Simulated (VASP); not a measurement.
Set up this calculation in VASP 6.6.1, as the native input.

```
Task                   : single point
Functional             : LDA
Potentials or basis    : VASP PAW LDA potentials, release 64 (V_sv)
Cutoff                 : 520 eV
k mesh                 : 17 × 17 × 14
Occupations            : fermi-dirac, width 0.1 eV
Spin                   : no spin polarisation
Dipole correction      : no
Further INCAR settings : ALGO = Normal; EDIFF = 1e-06; NBANDS = 20
```

The structure of V lies in POSCAR:

```
V
1.0
   -3.0620802116      3.0620569455      1.1580236207
    3.0620569455     -3.0620802116      1.1580236207
    1.7189006860      1.7189006860     -1.1580662326
V
2
Direct
    0.0000074908      0.9999925092      1.0000000000
    0.7499925092      0.2500074908      0.5000000000
```

This cell differs from its parent crystal: volume scaled by 0.96.

One way to write it, as run:

INCAR

```
PREC     = Accurate       # precision mode
ENCUT    = 520            # plane-wave cutoff, eV
EDIFF    = 1E-6           # SCF threshold, eV
ISMEAR   = -1             # smearing method
SIGMA    = 0.1            # smearing width, eV
LREAL    = False          # projectors in reciprocal space
LASPH    = True           # aspherical terms in the spheres
NELM     = 60             # most SCF steps
ALGO     = Normal         # electronic algorithm
ISIF     = 2              # what is computed and relaxed
LWAVE    = False          # write WAVECAR
LCHARG   = True           # write CHGCAR
GGA      = CA             # functional
LELF     = True           # ELF
LVHAR    = True         
NBANDS   = 20             # bands
```

KPOINTS

```
regular mesh
0
Gamma
  17 17 14
```

Potentials or basis: VASP PAW LDA potentials, release 64 (V_sv).

The run is started by

```bash
$ cat potpaw_LDA.64/V_sv/POTCAR > POTCAR
$ mpirun -np 1 vasp_std > vasp.out
```

Results of the run:

```json
{
 "Pressure": "9.8 GPa",
 "Band gap on the k mesh": "zero (band 13 reaches 12.31 eV, above the bottom of band 14 at 9.79 eV)"
}
```

It took 8.6 min on 1 thread of Intel(R) Xeon(R) Platinum 8259CL CPU @ 2.50GHz (Skylake/Cascade Lake), with other jobs on the host, peak memory 0.5 GiB.
